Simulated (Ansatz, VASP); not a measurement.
**MgO: VASP beside Ansatz**

```
Mg O
1.0
     3.66464    0.00000    0.00000
    -1.83232    3.17367    0.00000
     0.00000    0.00000    4.32899
Mg O
2 2
Direct
  0.66667 0.33333 0.75000
  0.33333 0.66667 0.25000
  0.66667 0.33333 0.25000
  0.33333 0.66667 0.75000
```

Alike in both runs: task single point; functional PBEsol; k mesh 9 × 9 × 6; occupations gaussian, width 0.02 eV; no spin polarisation.

```csv
,VASP,Ansatz
version,VASP 6.6.1,Ansatz 0.2.0
potentials or method,"VASP PAW PBE potentials, release 64 (Mg, O), cutoff 520 eV","scalar-relativistic, plane waves, PAW"
valence electrons in the cell,16,32
```

```tsv
	VASP	Ansatz	Ansatz less VASP
gap on the k mesh at the Fermi level (eV)	2.69	2.70	+0.006
least direct gap on the mesh (eV)	2.69	2.70	+0.006
pressure (GPa)	-13.1	-12.7	+0.45
traceless stress, the component that is largest in VASP (GPa)	0.21	0.25	+0.041
```

VASP's potentials were made for PBE, not for PBEsol. VASP's potentials hold 16 valence electrons a cell and Ansatz's 32, so a difference there can come from the potentials and not from the codes.
